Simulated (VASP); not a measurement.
# SiGe (I-4m2) in VASP: notebook

The runs below take SiGe through single point, with r2SCAN.

Program: VASP 6.6.1. These are calculated values, not measurements. Logs are shortened: lines on timing, memory, paths and dates and some standing lists are left out, and cuts for length are marked.

### Step 1. The cell of the first run

The structure is tetragonal, space group I-4m2 (No. 119). The conventional cell has a = 3.479 Å, b = 3.479 Å, c = 5.543 Å, α = 90.00°, β = 90.00°, γ = 90.00°. Within 2.9 Å of Si (site symmetry -4m2) lie 4 Ge at 2.22 Å. Within 2.9 Å of Ge (site symmetry -4m2) lie 4 Si at 2.22 Å.

### Step 2. Single point, r2SCAN (strain -0.1125 x Voigt [1, 1, 0, 0, 0, 0])

POSCAR

```
SiGe
1.0
    0.0000000000      2.4596726670      2.7714621600
    2.4596726670      0.0000000000      2.7714621600
    2.4596726670      2.4596726670      0.0000000000
Si Ge
1 1
Direct
    0.0000000000      0.0000000000      0.0000000000
    0.7500000000      0.7500000000      0.7500000000
```

INCAR.step1

```
PREC = Accurate
ENCUT = 520
ISMEAR = 0
SIGMA = 0.05
LREAL = F
LASPH = T
NELM = 60
NBANDS = 16
GGA = PE
ALGO = Normal
EDIFF = 1E-4
LWAVE = T
LCHARG = F
```

INCAR.step2

```
PREC = Accurate
ENCUT = 520
EDIFF = 1E-6
ISMEAR = 0
SIGMA = 0.05
LREAL = F
LASPH = T
NELM = 60
ALGO = Normal
ISIF = 2
LWAVE = F
LCHARG = F
METAGGA = R2SCAN
LMIXTAU = T
NBANDS = 16
ISTART = 1
```

KPOINTS

```
Automatic mesh
0
Gamma
  8 8 8
```

Potentials or basis: VASP PAW PBE potentials, release 64 (Si, Ge_d).

The run is started by

```sh
$ cat potpaw_PBE.64/Si/POTCAR potpaw_PBE.64/Ge_d/POTCAR > POTCAR
$ cp INCAR.step1 INCAR
$ mpirun -np 1 vasp_std > vasp.out
$ cp INCAR.step2 INCAR
$ mpirun -np 1 vasp_std > vasp.out
```

OUTCAR:

```text
PREC = Accurate
   ENCUT = 520
   EDIFF = 1E-6
   ISMEAR = 0
   LREAL = F
   LASPH = T
   NELM = 60
   ISIF = 2
   METAGGA = R2SCAN
   ISTART = 1

 ion  position               nearest neighbor table
   1  0.000  0.000  0.000-   2 2.22   2 2.22   2 2.22   2 2.22
   2  0.750  0.750  0.750-   1 2.22   1 2.22   1 2.22   1 2.22

  LATTYP: Found a body centered tetragonal cell.
 ALAT       =     3.4785024447
 C/A-ratio  =     1.5934800703

  Lattice vectors:

 A1 = (  -2.4596726670,   0.0000000000,   2.7714621600)
 A2 = (   2.4596726670,   0.0000000000,   2.7714621600)
 A3 = (   0.0000000000,   2.4596726670,  -2.7714621600)

Analysis of symmetry for initial positions (statically):
=====================================================================
 Subroutine PRICEL returns:
 Original cell was already a primitive cell.

 Routine SETGRP: Setting up the symmetry group for a
 body centered tetragonal supercell.

 Subroutine GETGRP returns: Found  8 space group operations
 (whereof  8 operations were pure point group operations)
 out of a pool of 16 trial point group operations.

The static configuration has the point symmetry D_2d.

Analysis of symmetry for dynamics (positions and initial velocities):
=====================================================================
 Subroutine PRICEL returns:
 Original cell was already a primitive cell.

 Routine SETGRP: Setting up the symmetry group for a
 body centered tetragonal supercell.

 Subroutine GETGRP returns: Found  8 space group operations
 (whereof  8 operations were pure point group operations)
 out of a pool of 16 trial point group operations.

The dynamic configuration has the point symmetry D_2d.

 Subroutine INISYM returns: Found  8 space group operations
 (whereof  8 operations are pure point group operations),
 and found     1 'primitive' translations

----------------------------------------------------------------------------------------

                                     Primitive cell

  volume of cell :      33.5346

  direct lattice vectors                    reciprocal lattice vectors
     0.000000000  2.459672667  2.771462160    -0.203279081  0.203279081  0.180410185
     2.459672667  0.000000000  2.771462160     0.203279081 -0.203279081  0.180410185
     2.459672667  2.459672667  0.000000000     0.203279081  0.203279081 -0.180410185

  length of vectors
     3.705535337  3.705535337  3.478502445     0.339400360  0.339400360  0.339400360

  position of ions in fractional coordinates (direct lattice)
     0.000000000  0.000000000  0.000000000
     0.750000000  0.750000000  0.750000000

  ion indices of the primitive-cell ions
   primitive index   ion index
                 1           1
                 2           2

----------------------------------------------------------------------------------------

 KPOINTS: Automatic mesh

Automatic generation of k-mesh.
 Grid dimensions read from file:
 generate k-points for:    8    8    8

 Generating k-lattice:

  Cartesian coordinates                     Fractional coordinates (reciprocal lattice)
    -0.025409885  0.025409885  0.022551273     0.125000000  0.000000000  0.000000000
     0.025409885 -0.025409885  0.022551273     0.000000000  0.125000000  0.000000000
     0.025409885  0.025409885 -0.022551273     0.000000000  0.000000000  0.125000000

  Length of vectors
     0.042425045  0.042425045  0.042425045

  Shift w.r.t. Gamma in fractional coordinates (k-lattice)
     0.000000000  0.000000000  0.000000000

 Subroutine IBZKPT returns following result:
 ===========================================

 Found     59 irreducible k-points:

 Following reciprocal coordinates:
            Coordinates               Weight
  0.000000  0.000000  0.000000      1.000000
  0.125000 -0.000000  0.000000      8.000000
  0.250000 -0.000000  0.000000      8.000000
  0.375000 -0.000000  0.000000      8.000000
  0.500000 -0.000000  0.000000      4.000000
  0.125000  0.125000  0.000000      2.000000
[... 16 lines left out ...]
  0.250000 -0.000000  0.125000     16.000000
  0.375000 -0.000000  0.125000     16.000000
 [... further k-points ...]
   k-points           NKPTS =     59   k-points in BZ     NKDIM =     59   number of bands    NBANDS=     16
   number of dos      NEDOS =    301   number of ions     NIONS =      2
   total plane-waves  NPLWV =  21952
   dimension x,y,z NGX =    28 NGY =   28 NGZ =   28
   dimension x,y,z NGXF=    56 NGYF=   56 NGZF=   56
   ions per type =               1   1
   NGX,Y,Z   is equivalent  to a cutoff of  12.56, 12.56, 13.38 a.u.
   NGXF,Y,Z  is equivalent  to a cutoff of  25.12, 25.12, 26.76 a.u.
 SYSTEM =  unknown system
   PREC   = accura    normal or accurate (medium, high low for compatibility)
   ISTART =      1    job   : 0-new  1-cont  2-samecut
   ICHARG =      0    charge: 1-file 2-atom 10-const
   ISPIN  =      1    spin polarized calculation?
   LNONCOLLINEAR =      F non collinear calculations
   LSORBIT =      F    spin-orbit coupling
   LASPH  =      T    aspherical Exc in radial PAW
   ENCUT  =  520.0 eV  38.22 Ry    6.18 a.u.   6.89  6.89  6.47*2*pi/ulx,y,z
   NELM   =     60;   NELMIN=  2; NELMDL=  0     # of ELM steps
   EDIFF  = 0.1E-05   stopping-criterion for ELM
   LREAL  =      F    real-space projection
   EDIFFG = 0.1E-04   stopping-criterion for IOM
   NSW    =      0    number of steps for IOM
   IBRION =     -1    ionic relax: 0-MD 1-quasi-New 2-CG
   NFREE  =      0    steps in history (QN), initial steepest desc. (CG)
   ISIF   =      2    stress and relaxation
   ISYM   =      2    0-nonsym 1-usesym 2-fastsym
   POTIM  = 0.5000    time-step for ionic-motion
   TEBEG  =    0.0;   TEEND  =   0.0 temperature during run
   PSTRESS=    0.0 pullay stress
   NELECT =      18.0000    total number of electrons
   NUPDOWN=      -1.0000    fix difference up-down
   EMIN   =  10.00;   EMAX   =-10.00  energy-range for DOS
   EFERMI =   0.00;   METHOD = LEGACY
   ISMEAR =     0;   SIGMA  =   0.05  broadening in eV -4-tet -1-fermi 0-gaus
   EFERMI_NEDOS =   21; number of points for ismear=-14 and -15
   IALGO  =     38    algorithm
   IMIX   =      4    mixing-type and parameters
     AMIX     =   0.40;   BMIX     =  1.00
     AMIX_MAG =   1.60;   BMIX_MAG =  1.00
  volume/ion in A,a.u.               =      16.77       113.15
  Fermi-wavevector in a.u.,A,eV,Ry     =   1.330458  2.514201 24.083921  1.770118
  Thomas-Fermi vector in A             =   2.459543
   LORBIT       =      0    0 simple, 1 ext, 2 COOP (PROOUT), +10 PAW based schemes
   METAGGA = R2SCAN    functional components
   LHFCALC =     F    Hartree Fock is set to
   AEXX    =    0.0000 exact exchange contribution
   IVDW    =     0    specifies the selected vdW correction
   LEPSILON=     F    determine dielectric tensor
   LRPA    =     F    only Hartree local field effects (RPA)
 non-spin polarized calculation
 Gauss-broadening in eV      SIGMA  =   0.05
  energy-cutoff  :      520.00
  volume of cell :       33.53
 maximum number of plane-waves:       927
   NGX = 13   NGY = 13   NGZ = 13

 number of electron      17.9999991 magnetization

 Free energy of the ion-electron system (eV)
  ---------------------------------------------------
  ext. energy  EPLUGINS =         0.00000000
  ---------------------------------------------------
  free energy    TOTEN  =       -21.72471963 eV

  energy without entropy =      -21.72468851  energy(sigma->0) =      -21.72470407

 E-fermi :   8.1012     XC(G=0): -11.5541

 val. band max:        8.0099803397   @ k =   0.1250  -0.0000   0.0000
 cond. band min:       8.1832708412   @ k =  -0.1250   0.1250   0.0000
 fundamental gap:      0.1732905015
 Fermi energy:         8.1011638552

 k-point     1 :       0.0000    0.0000    0.0000
  band No.  band energies     occupation
      1     -17.3623      2.00000
      2     -17.3586      2.00000
      3     -17.3586      2.00000
      4     -17.3014      2.00000
      5     -17.2890      2.00000
      6      -7.0104      2.00000
[... 8 lines left out ...]
     15      16.8527      0.00000
     16      18.2482      0.00000

 k-point     2 :       0.1250   -0.0000    0.0000
  band No.  band energies     occupation
      1     -17.3606      2.00000
      2     -17.3577      2.00000
      3     -17.3566      2.00000
      4     -17.3003      2.00000
      5     -17.2897      2.00000
      6      -6.7547      2.00000
[... 8 lines left out ...]
     15      17.5896      0.00000
     16      17.7978      0.00000

 k-point     3 :       0.2500   -0.0000    0.0000
  band No.  band energies     occupation
      1     -17.3613      2.00000
      2     -17.3520      2.00000
      3     -17.3519      2.00000
      4     -17.2968      2.00000
      5     -17.2912      2.00000
      6      -6.0042      2.00000
[... 8 lines left out ...]
     15      16.7878      0.00000
     16      18.4770      0.00000

 k-point     4 :       0.3750   -0.0000    0.0000
  band No.  band energies     occupation
      1     -17.3630      2.00000
      2     -17.3478      2.00000
      3     -17.3468      2.00000
      4     -17.2922      2.00000
      5     -17.2918      2.00000
      6      -4.8590      2.00000
[... 8 lines left out ...]
     15      18.0177      0.00000
     16      20.4076      0.00000
[... 324 lines left out ...]
 k-point    22 :       0.1250    0.0000    0.1250
  band No.  band energies     occupation
      1     -17.3619      2.00000
      2     -17.3570      2.00000
      3     -17.3538      2.00000
      4     -17.2994      2.00000
      5     -17.2909      2.00000
      6      -6.6450      2.00000
[... 8 lines left out ...]
     15      16.7022      0.00000
     16      18.3762      0.00000

 k-point    23 :       0.2500   -0.0000    0.1250
  band No.  band energies     occupation
      1     -17.3643      2.00000
      2     -17.3526      2.00000
      3     -17.3468      2.00000
      4     -17.2977      2.00000
      5     -17.2917      2.00000
      6      -6.0337      2.00000
[... 8 lines left out ...]
     15      18.1158      0.00000
     16      19.4489      0.00000

 k-point    24 :       0.3750   -0.0000    0.1250
  band No.  band energies     occupation
      1     -17.3650      2.00000
      2     -17.3489      2.00000
      3     -17.3411      2.00000
      4     -17.2965      2.00000
      5     -17.2901      2.00000
      6      -4.9822      2.00000
[... 8 lines left out ...]
     15      18.8877      0.00000
     16      21.0832      0.00000

 [... further k-points ...]

------------------------ aborting loop because EDIFF is reached ----------------------------------------

  FORCE on cell =-STRESS in cart. coord.  units (eV):
  Direction    XX          YY          ZZ          XY          YZ          ZX
  --------------------------------------------------------------------------------------
  -------------------------------------------------------------------------------------
  Total        7.7826677      7.7826677      4.9789212      0.0000000      0.0000000      0.0000000
  in kB      371.8309129    371.8309129    237.8768926      0.0000000      0.0000000      0.0000000
  external PRESSURE =     327.1795728 kB  Pullay stress =       0.0000000 kB

 VOLUME and BASIS-vectors are now :
 -----------------------------------------------------------------------------
  energy-cutoff  :      520.00
  volume of cell :       33.53
      direct lattice vectors                 reciprocal lattice vectors
     0.000000000  2.459672667  2.771462160    -0.203279081  0.203279081  0.180410185
     2.459672667  0.000000000  2.771462160     0.203279081 -0.203279081  0.180410185
     2.459672667  2.459672667  0.000000000     0.203279081  0.203279081 -0.180410185

 POSITION                                       TOTAL-FORCE (eV/Angst)
 -----------------------------------------------------------------------------------
      0.00000      0.00000      0.00000        -0.000000     -0.000000     -0.000000
      3.68951      3.68951      4.15719         0.000000      0.000000      0.000000
 -----------------------------------------------------------------------------------
    total drift:                                0.000009      0.000009     -0.000022

  FREE ENERGIE OF THE ION-ELECTRON SYSTEM (eV)
  ---------------------------------------------------
  free  energy   TOTEN  =       -21.7247196310 eV

  energy  without entropy=      -21.7246885058  energy(sigma->0) =      -21.72470407
```

Wall time 51 s (1 thread of Intel Xeon 6975P-C (Granite Rapids), shared host); peak memory 0.18 GiB.

Results:

```
Free energy            : -21.7247 eV
Pressure               : 32.7 GPa
Band gap on the k mesh : zero (bands 9 and 10 overlap by 0.44 eV)
```

Caveat: the cell differs from its parent crystal (strain -0.1125 x Voigt [1, 1, 0, 0, 0, 0]); the cell stands under pressure; semilocal functionals underestimate gaps, so a narrow gap can read as zero; the PAW data sets were made with another functional, which shifts forces and pressure a little.

(Part 1 of 2 ends here.)
